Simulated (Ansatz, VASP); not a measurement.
# Be5H: VASP beside Ansatz

Contents of INCAR:

```
SYSTEM = Be5H
ALGO = Normal
EDIFF = 1E-7
EDIFFG = -0.04
ENCUT = 600
GGA = PE
IBRION = 2
ISIF = 3
ISMEAR = 0
LASPH = .True.
LCHARG = .False.
LREAL = .False.
LWAVE = .False.
NELM = 80
NSW = 90
PREC = Accurate
SIGMA = 0.1
```

KPOINTS

```
k-points
0
Gamma
  6 6 6
  0 0 0
```

The input POSCAR:

```
Be5H
1.0
   -1.9139934800      1.9139934800      3.0093261400
    1.9139934800     -1.9139934800      3.0093261400
    1.9139934800      1.9139934800     -3.0093261400
Be H
5 1
Direct
    0.5000000000      0.0000000000      0.5000000000
    0.0000000000      0.5000000000      0.5000000000
    0.5000000000      0.5000000000      0.0000000000
    0.7500000000      0.2500000000      0.5000000000
    0.2500000000      0.7500000000      0.5000000000
    0.0000000000      0.0000000000      0.0000000000
```

Input for Ansatz:

```yaml
crystal:
  lattice:
    - [-1.91399348, 1.91399348, 3.00932614]
    - [1.91399348, -1.91399348, 3.00932614]
    - [1.91399348, 1.91399348, -3.00932614]
  atoms:
    - { symbol: Be, position: [0.5, 0.0, 0.5] }
    - { symbol: Be, position: [0.0, 0.5, 0.5] }
    - { symbol: Be, position: [0.5, 0.5, 0.0] }
    - { symbol: Be, position: [0.75, 0.25, 0.5] }
    - { symbol: Be, position: [0.25, 0.75, 0.5] }
    - { symbol: H, position: [0.0, 0.0, 0.0] }
basis:
  ecutwfc: 420
kpoints:
  mp_grid: { grid: [6, 6, 6] }
hamiltonian:
  xc: pbe
scf:
  occupations: { method: gaussian, width: 0.1 }
  lower_state_search: "off"
output:
  forces: true
  stress: true
  eigenvalues: true
relax:
  adjacent_minimum: "off"
  f_tol: 0.04
  max_steps: 70
  cell: { stress_tol: 0.4 }
```

Alike in both runs: task relaxation of cell and atoms; functional PBE; k mesh 6 × 6 × 6; occupations gaussian, width 0.1 eV; no spin polarisation.

```csv
,VASP,Ansatz
version,VASP 6.6.1,Ansatz 0.2.0
potentials or method,"VASP PAW PBE potentials, release 64 (Be, H), cutoff 600 eV","scalar-relativistic, plane waves, PAW"
valence electrons in the cell,11,11
```

|  | VASP | Ansatz | Ansatz less VASP |
| --- | --- | --- | --- |
| gap on the k mesh at the Fermi level, each at its own relaxed structure (eV) | none | none | - |
| relaxed volume (Å³/atom) | 9.74 | 9.75 | +0.012 |
| relaxed cell length with the largest relative difference (Å) | 4.869 | 4.874 | +0.0048 |

A gap of «none» marks a metal or a gap that the smearing closes.

The k mesh is coarse, so the values compare programs but aren't converged. Noted on VASP's run: the volume moved by over 15 % at a fixed basis, so the end points are rough.
